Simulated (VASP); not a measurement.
# TiGePd3 (Pm-3m) in VASP: a series of runs

Runs on TiGePd3. Level: PBE. Tasks: single point.

Everything below comes from runs of VASP 6.6.1. Logs are shortened: lines on timing, memory, paths and dates and some standing lists are left out, and cuts for length are marked.

### Step 1. The cell of the first run

Symmetry: Pm-3m, No. 221, cubic system. The conventional cell has a = 4.685 Å, b = 4.685 Å, c = 4.685 Å, α = 90.00°, β = 90.00°, γ = 90.00°. Within 3.1 Å of Ti (site symmetry m-3m) lie 6 Pd at 2.34 Å. Ge (site symmetry m-3m) has 12 Pd at 3.31 Å and 8 Ti at 4.06 Å within 4.4 Å. Within 3.1 Å of Pd (site symmetry 4/mmm) lie 2 Ti at 2.34 Å.

The cell was built from a structure type or drawn by symmetry, and may not be a known phase.

### Step 2. Single point, PBE, collinear spin

INCAR reads:

```
PREC = Accurate
ENCUT = 520
EDIFF = 1E-6
ISMEAR = 0
SIGMA = 0.1
LREAL = False
LASPH = True
NELM = 150
ALGO = Normal
ISIF = 2
LWAVE = False
LCHARG = False
ISPIN = 2
MAGMOM = 1 0 1 1 1
LORBIT = 11
LMAXMIX = 4
GGA = PE
NBANDS = 40
```

KPOINTS reads:

```
Automatic mesh
0
Gamma
  4 4 4
```

POSCAR reads:

```
TiGePd3
1.0
    4.6845288580      0.0000000000      0.0000000000
    0.0000000000      4.6845288580      0.0000000000
    0.0000000000      0.0000000000      4.6845288580
Ti Ge Pd
1 1 3
Direct
    0.0000000000      0.0000000000      0.0000000000
    0.5000000000      0.5000000000      0.5000000000
    0.5000000000      0.0000000000      0.0000000000
    0.0000000000      0.5000000000      0.0000000000
    0.0000000000      0.0000000000      0.5000000000
```

Potentials or basis: VASP PAW PBE potentials, release 64 (Ti_sv, Ge_d, Pd).

Started as:

```sh
> cat potpaw_PBE.64/Ti_sv/POTCAR potpaw_PBE.64/Ge_d/POTCAR potpaw_PBE.64/Pd/POTCAR > POTCAR
> mpirun -np 1 vasp_std > vasp.out
```

OUTCAR:

```text
PREC = Accurate
   ENCUT = 520
   EDIFF = 1E-6
   ISMEAR = 0
   LREAL = False
   LASPH = True
   NELM = 150
   ISIF = 2
   ISPIN = 2
   LORBIT = 11
   GGA = PE

 ion  position               nearest neighbor table
   1  0.000  0.000  0.000-   3 2.34   4 2.34   5 2.34   5 2.34   4 2.34   3 2.34
   2  0.500  0.500  0.500-
   3  0.500  0.000  0.000-   1 2.34   1 2.34   5 3.31   5 3.31   4 3.31   4 3.31   4 3.31   5 3.31
                             5 3.31   4 3.31
   4  0.000  0.500  0.000-   1 2.34   1 2.34   5 3.31   5 3.31   3 3.31   3 3.31   5 3.31   5 3.31
                             3 3.31   3 3.31
   5  0.000  0.000  0.500-   1 2.34   1 2.34   4 3.31   3 3.31   3 3.31   4 3.31   4 3.31   4 3.31
                             3 3.31   3 3.31

  LATTYP: Found a simple cubic cell.
 ALAT       =     4.6845288580

  Lattice vectors:

 A1 = (   4.6845288580,   0.0000000000,   0.0000000000)
 A2 = (   0.0000000000,   4.6845288580,   0.0000000000)
 A3 = (   0.0000000000,   0.0000000000,   4.6845288580)

Analysis of symmetry for initial positions (statically):
=====================================================================
 Subroutine PRICEL returns:
 Original cell was already a primitive cell.

 Routine SETGRP: Setting up the symmetry group for a
 simple cubic supercell.

 Subroutine GETGRP returns: Found 48 space group operations
 (whereof 48 operations were pure point group operations)
 out of a pool of 48 trial point group operations.

The static configuration has the point symmetry O_h .

Analysis of symmetry for dynamics (positions and initial velocities):
=====================================================================
 Subroutine PRICEL returns:
 Original cell was already a primitive cell.

 Routine SETGRP: Setting up the symmetry group for a
 simple cubic supercell.

 Subroutine GETGRP returns: Found 48 space group operations
 (whereof 48 operations were pure point group operations)
 out of a pool of 48 trial point group operations.

The dynamic configuration has the point symmetry O_h .

Analysis of structural, dynamic, and magnetic symmetry:
=====================================================================
 Subroutine PRICEL returns:
 Original cell was already a primitive cell.

 Routine SETGRP: Setting up the symmetry group for a
 simple cubic supercell.

 Subroutine GETGRP returns: Found 48 space group operations
 (whereof 48 operations were pure point group operations)
[... 122 lines left out ...]
   LEPSILON=     F    determine dielectric tensor
   LRPA    =     F    only Hartree local field effects (RPA)
 spin polarized calculation
 Gauss-broadening in eV      SIGMA  =   0.10
  energy-cutoff  :      520.00
  volume of cell :      102.80
 maximum number of plane-waves:      2800
 NGX is ok and might be reduce to    36
   NGX = 17   NGY = 17   NGZ = 17

 number of electron      56.0000048 magnetization       0.3971912

 Free energy of the ion-electron system (eV)
  ---------------------------------------------------
  ext. energy  EPLUGINS =         0.00000000
  ---------------------------------------------------
  free energy    TOTEN  =       -25.47223602 eV

  energy without entropy =      -25.45997561  energy(sigma->0) =      -25.46610582

 E-fermi :   6.3586     XC(G=0): -10.8784

 val. band max:        6.2276794093   @ k =   0.5000   0.2500   0.0000
 cond. band min:       6.3646028563   @ k =   0.5000   0.2500   0.2500
 fundamental gap:      0.1369234470
 Fermi energy:         6.3586357786

 spin component 1

 k-point     1 :       0.0000    0.0000    0.0000
  band No.  band energies     occupation
      1     -51.4798      1.00000
      2     -27.7612      1.00000
      3     -27.7612      1.00000
      4     -27.7612      1.00000
      5     -18.5369      1.00000
      6     -18.5369      1.00000
[... 419 lines left out ...]
     39      14.9704      0.00000
     40      14.9704      0.00000
 Fermi energy:         6.3586357786

 spin component 2

 k-point     1 :       0.0000    0.0000    0.0000
  band No.  band energies     occupation
      1     -51.1592      1.00000
      2     -27.4415      1.00000
      3     -27.4415      1.00000
      4     -27.4415      1.00000
      5     -18.5373      1.00000
      6     -18.5373      1.00000
[... 419 lines left out ...]
     39      14.9893      0.00000
     40      14.9893      0.00000

------------------------ aborting loop because EDIFF is reached ----------------------------------------

  FORCE on cell =-STRESS in cart. coord.  units (eV):
  Direction    XX          YY          ZZ          XY          YZ          ZX
  --------------------------------------------------------------------------------------
  -------------------------------------------------------------------------------------
  Total        0.2900925      0.2900925      0.2900925     -0.0000000     -0.0000000      0.0000000
  in kB        4.5211538      4.5211538      4.5211538     -0.0000000     -0.0000000      0.0000000
  external PRESSURE =       4.5211538 kB  Pullay stress =       0.0000000 kB

 VOLUME and BASIS-vectors are now :
 -----------------------------------------------------------------------------
  energy-cutoff  :      520.00
  volume of cell :      102.80
      direct lattice vectors                 reciprocal lattice vectors
     4.684528858  0.000000000  0.000000000     0.213468639  0.000000000  0.000000000
     0.000000000  4.684528858  0.000000000     0.000000000  0.213468639  0.000000000
     0.000000000  0.000000000  4.684528858     0.000000000  0.000000000  0.213468639

 POSITION                                       TOTAL-FORCE (eV/Angst)
 -----------------------------------------------------------------------------------
      0.00000      0.00000      0.00000         0.000000      0.000000      0.000000
      2.34226      2.34226      2.34226         0.000000      0.000000      0.000000
      2.34226      0.00000      0.00000         0.000000      0.000000      0.000000
      0.00000      2.34226      0.00000         0.000000      0.000000      0.000000
      0.00000      0.00000      2.34226         0.000000      0.000000      0.000000
 -----------------------------------------------------------------------------------
    total drift:                                0.000000      0.000000      0.000000

  FREE ENERGIE OF THE ION-ELECTRON SYSTEM (eV)
  ---------------------------------------------------
  free  energy   TOTEN  =       -25.4722360250 eV

  energy  without entropy=      -25.4599756068  energy(sigma->0) =      -25.46610582

 total charge

# of ion       s       p       d       tot
------------------------------------------
    1        2.327   6.167   2.088  10.582
    2        1.329   0.656   9.979  11.964
    3        0.456   0.287   8.620   9.364
    4        0.456   0.287   8.620   9.364
    5        0.456   0.287   8.620   9.364
--------------------------------------------------
tot          5.024   7.686  37.927  50.637

 magnetization (x)

# of ion       s       p       d       tot
------------------------------------------
    1        0.016   0.003   0.330   0.349
    2       -0.001  -0.001   0.000  -0.001
    3        0.005   0.024  -0.014   0.015
    4        0.005   0.024  -0.014   0.015
    5        0.005   0.024  -0.014   0.015
--------------------------------------------------
tot          0.030   0.073   0.289   0.391
```

stdout:

```text
POSCAR found type information on POSCAR TiGePd
 POSCAR found :  3 types and       5 ions
 scaLAPACK will be used
 LDA part: xc-table for (Slater+PW92), standard interpolation
 POSCAR, INCAR and KPOINTS ok, starting setup
 FFT: planning ... GRIDC
 FFT: planning ... GRID_SOFT
 FFT: planning ... GRID
 WAVECAR not read
 entering main loop
```

It took 1.8 min on 1 thread of Intel Xeon Platinum 8175M at 2.50GHz (Skylake/Cascade Lake), shared host; peak memory 0.27 GiB.

Results:

| Property | Result |
| --- | --- |
| Free energy | -25.4722 eV |
| Pressure | 0.5 GPa |
| Net moment | 0.40 μB per cell |
| Site moments | Ti +0.35; Ge -0.00; Pd +0.01 μB |
| Valence electrons inside the program's atomic spheres | Ti 10.58; Ge 11.96; Pd 9.36 |

### Step 3. Single point, PBE, collinear spin

This run uses another cell than the first one, of 20.48 Å³/atom.

INCAR reads:

```
SYSTEM = TiGePd3
PREC     = Accurate       ! precision mode
ENCUT    = 520            ! plane-wave cutoff, eV
EDIFF    = 1E-7           ! SCF threshold, eV
ISMEAR   = 0              ! smearing method
SIGMA    = 0.1            ! smearing width, eV
LREAL    = .FALSE.        ! projectors in reciprocal space
LASPH    = .TRUE.         ! aspherical terms in the spheres
NELM     = 150            ! most SCF steps
ALGO     = Normal         ! electronic algorithm
ISIF     = 2              ! what is computed and relaxed
LWAVE    = .FALSE.        ! write WAVECAR
LCHARG   = .FALSE.        ! write CHGCAR
ISPIN    = 2              ! spin polarisation
MAGMOM   = 0.33 0 0 0 0   ! initial moments
LORBIT   = 11             ! projections on sites
LMAXMIX  = 4              ! l up to which the mixer works
GGA      = PE             ! functional
NBANDS   = 40             ! bands
```

KPOINTS reads:

```
regular mesh
0
G
  8 8 8
  0 0 0
```

Changes to POSCAR since step 2:

```diff
@@ -2,5 +2,5 @@
 1.0
-    4.6845288580      0.0000000000      0.0000000000
-    0.0000000000      4.6845288580      0.0000000000
-    0.0000000000      0.0000000000      4.6845288580
+    4.6787606590      0.0000000000      0.0000000000
+    0.0000000000      4.6787606590      0.0000000000
+    0.0000000000      0.0000000000      4.6787606590
 Ti Ge Pd
```

Potentials or basis: VASP PAW PBE potentials, release 64 (Ti_sv, Ge_d, Pd).

Started as:

```sh
> cat potpaw_PBE.64/Ti_sv/POTCAR potpaw_PBE.64/Ge_d/POTCAR potpaw_PBE.64/Pd/POTCAR > POTCAR
> mpirun -np 1 vasp_std > vasp.out
```

OUTCAR:

```text
SYSTEM = TiGePd3
   PREC = Accurate
   ENCUT = 520
   EDIFF = 1E-7
   ISMEAR = 0
   LREAL = .FALSE.
   LASPH = .TRUE.
   NELM = 150
   ISIF = 2
   ISPIN = 2
   LORBIT = 11
   GGA = PE

 ion  position               nearest neighbor table
   1  0.000  0.000  0.000-   3 2.34   4 2.34   5 2.34   5 2.34   4 2.34   3 2.34
   2  0.500  0.500  0.500-
   3  0.500  0.000  0.000-   1 2.34   1 2.34   5 3.31   5 3.31   4 3.31   4 3.31   4 3.31   5 3.31
                             5 3.31   4 3.31
   4  0.000  0.500  0.000-   1 2.34   1 2.34   5 3.31   5 3.31   3 3.31   3 3.31   5 3.31   5 3.31
                             3 3.31   3 3.31
   5  0.000  0.000  0.500-   1 2.34   1 2.34   4 3.31   3 3.31   3 3.31   4 3.31   4 3.31   4 3.31
                             3 3.31   3 3.31

  LATTYP: Found a simple cubic cell.
 ALAT       =     4.6787606590

  Lattice vectors:

 A1 = (   4.6787606590,   0.0000000000,   0.0000000000)
 A2 = (   0.0000000000,   4.6787606590,   0.0000000000)
 A3 = (   0.0000000000,   0.0000000000,   4.6787606590)

Analysis of symmetry for initial positions (statically):
=====================================================================
 Subroutine PRICEL returns:
 Original cell was already a primitive cell.

 Routine SETGRP: Setting up the symmetry group for a
 simple cubic supercell.

 Subroutine GETGRP returns: Found 48 space group operations
 (whereof 48 operations were pure point group operations)
 out of a pool of 48 trial point group operations.

The static configuration has the point symmetry O_h .

Analysis of symmetry for dynamics (positions and initial velocities):
=====================================================================
 Subroutine PRICEL returns:
 Original cell was already a primitive cell.

 Routine SETGRP: Setting up the symmetry group for a
 simple cubic supercell.

 Subroutine GETGRP returns: Found 48 space group operations
 (whereof 48 operations were pure point group operations)
 out of a pool of 48 trial point group operations.

The dynamic configuration has the point symmetry O_h .

Analysis of structural, dynamic, and magnetic symmetry:
=====================================================================
[... 169 lines left out ...]
 fundamental gap:      0.0088850607
 Fermi energy:         6.2859853363

 spin component 1

 k-point     1 :       0.0000    0.0000    0.0000
  band No.  band energies     occupation
      1     -51.4684      1.00000
      2     -27.7453      1.00000
      3     -27.7453      1.00000
      4     -27.7453      1.00000
      5     -18.4601      1.00000
      6     -18.4601      1.00000
[... 1021 lines left out ...]
     39      13.4921      0.00000
     40      13.5878      0.00000

 [... further k-points ...]

 spin component 2

 k-point     1 :       0.0000    0.0000    0.0000
  band No.  band energies     occupation
      1     -51.4631      1.00000
      2     -27.7400      1.00000
      3     -27.7400      1.00000
      4     -27.7400      1.00000
      5     -18.4601      1.00000
      6     -18.4601      1.00000
[... 1021 lines left out ...]
     39      13.4926      0.00000
     40      13.5886      0.00000

 [... further k-points ...]
[... 5 lines left out ...]
  --------------------------------------------------------------------------------------
  -------------------------------------------------------------------------------------
  Total        0.0700641      0.0700641      0.0700641     -0.0000000      0.0000000      0.0000000
  in kB        1.0960085      1.0960085      1.0960085     -0.0000000      0.0000000      0.0000000
  external PRESSURE =       1.0960085 kB  Pullay stress =       0.0000000 kB

 VOLUME and BASIS-vectors are now :
 -----------------------------------------------------------------------------
  energy-cutoff  :      520.00
  volume of cell :      102.42
      direct lattice vectors                 reciprocal lattice vectors
     4.678760659  0.000000000  0.000000000     0.213731813  0.000000000  0.000000000
     0.000000000  4.678760659  0.000000000     0.000000000  0.213731813  0.000000000
     0.000000000  0.000000000  4.678760659     0.000000000  0.000000000  0.213731813

 POSITION                                       TOTAL-FORCE (eV/Angst)
 -----------------------------------------------------------------------------------
      0.00000      0.00000      0.00000         0.000000      0.000000      0.000000
      2.33938      2.33938      2.33938         0.000000      0.000000      0.000000
      2.33938      0.00000      0.00000         0.000000      0.000000      0.000000
      0.00000      2.33938      0.00000         0.000000      0.000000      0.000000
      0.00000      0.00000      2.33938         0.000000      0.000000      0.000000
 -----------------------------------------------------------------------------------
    total drift:                                0.000000      0.000000      0.000000

  FREE ENERGIE OF THE ION-ELECTRON SYSTEM (eV)
  ---------------------------------------------------
  free  energy   TOTEN  =       -25.5227708376 eV

  energy  without entropy=      -25.5026562147  energy(sigma->0) =      -25.51271353

 total charge

# of ion       s       p       d       tot
------------------------------------------
    1        2.320   6.174   2.075  10.570
    2        1.329   0.656   9.980  11.965
    3        0.467   0.283   8.611   9.361
    4        0.467   0.283   8.611   9.361
    5        0.467   0.283   8.611   9.361
--------------------------------------------------
tot          5.052   7.678  37.887  50.617

 magnetization (x)

# of ion       s       p       d       tot
------------------------------------------
    1        0.000   0.000   0.005   0.006
    2        0.000  -0.000   0.000  -0.000
    3        0.000   0.000  -0.000   0.000
    4        0.000   0.000  -0.000   0.000
    5        0.000   0.000  -0.000   0.000
--------------------------------------------------
tot          0.001   0.001   0.005   0.006
```

stdout:

```text
POSCAR found type information on POSCAR TiGePd
 POSCAR found :  3 types and       5 ions
 scaLAPACK will be used
 LDA part: xc-table for (Slater+PW92), standard interpolation
 POSCAR, INCAR and KPOINTS ok, starting setup
 FFT: planning ... GRIDC
 FFT: planning ... GRID_SOFT
 FFT: planning ... GRID
 WAVECAR not read
 entering main loop
```

Wall time 4.7 min (1 thread of Intel Xeon Platinum 8175M at 2.50GHz (Skylake/Cascade Lake), shared host); peak memory 0.39 GiB.

What came out:

```
Free energy                                           : -25.5228 eV
Pressure                                              : 0.1 GPa
Band gap on the k mesh                                : zero (filled and empty bands overlap)
Net moment                                            : 0.01 μB per cell
Valence electrons inside the program's atomic spheres : Ti 10.57; Ge 11.96; Pd 9.36
```

Levels at points of the mesh, in eV from the Fermi level:
Spin up:
```tsv
k point	band 25	band 26	band 27	band 28	band 29	band 30	band 31	band 32
(0.00, 0.00, 0.00)	-1.61	-1.39	-0.53	-0.53	-0.53	1.11	1.11	2.18
(0.50, 0.00, 0.00)	-2.16	-2.08	-0.24	0.38	1.10	1.16	1.16	1.79
(0.50, 0.50, 0.00)	-2.08	-2.01	-1.20	-1.20	-0.56	0.00	0.68	1.28
(0.50, 0.50, 0.50)	-2.12	-1.90	-1.90	-1.90	-0.54	-0.13	-0.13	0.85
```
Spin down:
```
           k point  band 26  band 27  band 28  band 29  band 30  band 31
(0.00, 0.00, 0.00)    -1.39    -0.53    -0.53    -0.53     1.11     1.11
(0.50, 0.00, 0.00)    -2.08    -0.24     0.38     1.10     1.16     1.16
(0.50, 0.50, 0.00)    -2.01    -1.20    -1.20    -0.56     0.01     0.69
(0.50, 0.50, 0.50)    -1.90    -1.90    -1.90    -0.54    -0.12    -0.12
```
